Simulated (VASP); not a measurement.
**Pd: single point with LDA**

Crystal: Pd.

```xyz
1
Lattice="1.5241 1.5241 1.5241 -1.5241 1.5241 1.5241 -1.5241 -1.5241 1.5241" Properties=species:S:1:pos:R:3 pbc="T T T"
Pd    0.0000    0.0000    0.0000
```

- Program: VASP 6.6.1
- Task: single point
- Functional: LDA
- Potentials or basis: VASP PAW LDA potentials, release 64 (Pd)
- Cutoff: 500 eV
- k mesh: 8 × 8 × 8
- Occupations: fermi-dirac, width 0.1 eV
- Spin: no spin polarisation

* Pressure: 2.5 GPa
* Band gap on the k mesh: zero (band 5 reaches 10.98 eV, above the bottom of band 6 at 9.29 eV)

Levels at points of the mesh, in eV from the Fermi level:
```
           k point  band 1  band 2  band 3  band 4  band 5  band 6  band 7  band 8  band 9  band 10
(0.00, 0.00, 0.00)   -7.53   -3.17   -3.17   -3.17   -0.99   -0.99   19.41   19.41   19.41    25.80
(0.50, 0.00, 0.00)   -5.68   -4.47   -1.08   -0.73    0.69    1.27    8.28   15.19   18.14    25.10
(0.50, 0.50, 0.50)   -5.62   -5.62    0.27    0.27    0.27    9.30    9.30    9.30   18.31    18.31
```

It took 4.1 s on 1 thread of Intel(R) Xeon(R) Platinum 8259CL CPU @ 2.50GHz (Skylake/Cascade Lake) (shared host), peak memory 0.12 GiB.

Caveat: the k points lie up to 0.36 Å⁻¹ apart.
